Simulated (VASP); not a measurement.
A run of VASP 6.6.1:

File POSCAR:

```
CaSe
1.0
    0.0000000000      2.9673830684      2.9673830684
    2.9673830684      0.0000000000      2.9673830684
    2.9673830684      2.9673830684      0.0000000000
Ca Se
1 1
Direct
    0.0000000000      0.0000000000      0.0000000000
    0.5000000000      0.5000000000      0.5000000000
```

File INCAR.step1:

```
SYSTEM = CaSe
PREC = Accurate
ENCUT = 520
ISMEAR = -1
SIGMA = 0.02
LREAL = .FALSE.
LASPH = .TRUE.
NELM = 60
NBANDS = 15
GGA = PE
ALGO = Normal
EDIFF = 1E-4
LWAVE = .TRUE.
LCHARG = .FALSE.
```

File INCAR.step2:

```
SYSTEM = CaSe
PREC = Accurate
ENCUT = 520
EDIFF = 1E-6
ISMEAR = -1
SIGMA = 0.02
LREAL = .FALSE.
LASPH = .TRUE.
NELM = 60
ALGO = Normal
ISIF = 2
LWAVE = .FALSE.
LCHARG = .FALSE.
METAGGA = R2SCAN
LMIXTAU = .TRUE.
NBANDS = 15
ISTART = 1
```

The input KPOINTS:

```
Automatic mesh
0
G
  9 9 9
  0 0 0
```

Potentials or basis: VASP PAW PBE potentials, release 64 (Ca_sv, Se).

Run with:

```bash
$ cat potpaw_PBE.64/Ca_sv/POTCAR potpaw_PBE.64/Se/POTCAR > POTCAR
$ cp INCAR.step1 INCAR
$ mpirun -np 1 vasp_std > vasp.out
$ cp INCAR.step2 INCAR
$ mpirun -np 1 vasp_std > vasp.out
```

Hardware: 1 thread of Intel(R) Xeon(R) Platinum 8488C (Sapphire Rapids) (shared host).

Estimate the wall time of this run.

It took 71 s on 1 thread of Intel(R) Xeon(R) Platinum 8488C (Sapphire Rapids), with other jobs on the host, peak memory 0.2 GiB. Counts: k points 35.
